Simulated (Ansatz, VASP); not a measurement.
## TiC in VASP and in Ansatz

```xyz
2
Lattice="0.0000 2.0394 2.0930 2.0394 0.0000 2.0930 2.0394 2.0394 0.0000" Properties=species:S:1:pos:R:3 pbc="T T T"
Ti    0.0000    0.0000    0.0000
C     2.0394    2.0394    2.0930
```

Change from the starting cell: strain -0.050 along x and y, -0.025 along z, atoms carried along.

Alike in both runs: task single point; functional PBEsol; k mesh 24 × 24 × 24; occupations gaussian, width 0.15 eV; no spin polarisation.

```csv
,VASP,Ansatz
version,VASP 6.6.1,Ansatz 0.2.0
potentials or method,"VASP PAW PBE potentials, release 64 (Ti_sv, C), cutoff 520 eV","scalar-relativistic, plane waves, PAW"
valence electrons in the cell,16,16
```

VASP gave:

```
gap on the k mesh at the Fermi level (eV)                     : none
pressure (GPa)                                                : 44.5
traceless stress, the component that is largest in VASP (GPa) : -12.18
```

Q: Estimate Ansatz's values.

A: gap on the k mesh at the Fermi level (eV): none; pressure (GPa): 44.5; traceless stress, the component that is largest in VASP (GPa): -12.19.

VASP's potentials were made for PBE, not for PBEsol. A gap of «none» marks a metal or a gap that the smearing closes. Both programs put the cell under a high pressure, so it lies far from rest at this level. The functional is the same, so the differences come from potentials, cutoffs and numerics.
